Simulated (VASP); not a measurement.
A run of VASP 6.6.1:

File INCAR:

```
PREC = Accurate
ENCUT = 520
EDIFF = 1E-6
ISMEAR = 0
SIGMA = 0.15
LREAL = False
LASPH = True
NELM = 150
ALGO = Fast
ISIF = 2
LWAVE = False
LCHARG = False
ISPIN = 2
MAGMOM = 0.35 0.35
LORBIT = 11
NUPDOWN = 0.7
LMAXMIX = 4
NBANDS = 21
```

KPOINTS

```
Automatic mesh
0
Gamma
  21 21 10
```

The input POSCAR:

```
Pt
1.0
    2.6244633715      0.0000000000      0.0000000000
   -1.3122316858      2.2728519510      0.0000000000
    0.0000000000      0.0000000000      4.5317559673
Pt
2
Direct
    0.6666666667      0.3333333333      0.7500000000
    0.3333333333      0.6666666667      0.2500000000
```

Potentials or basis: VASP PAW LDA potentials, release 64 (Pt).

Launch:

```console
$ cat potpaw_LDA.64/Pt/POTCAR > POTCAR
$ mpirun -np 1 vasp_std > vasp.out
```

Hardware: 1 thread of Oxide Virtual Turin-like Processor, with other jobs on the host.

Question: How long does it take, and how much memory?

Answer: Wall time 4.9 min on 1 thread of Oxide Virtual Turin-like Processor, with other jobs on the host, peak memory 0.28 GiB. Counts: scf iterations 12, k points 288.
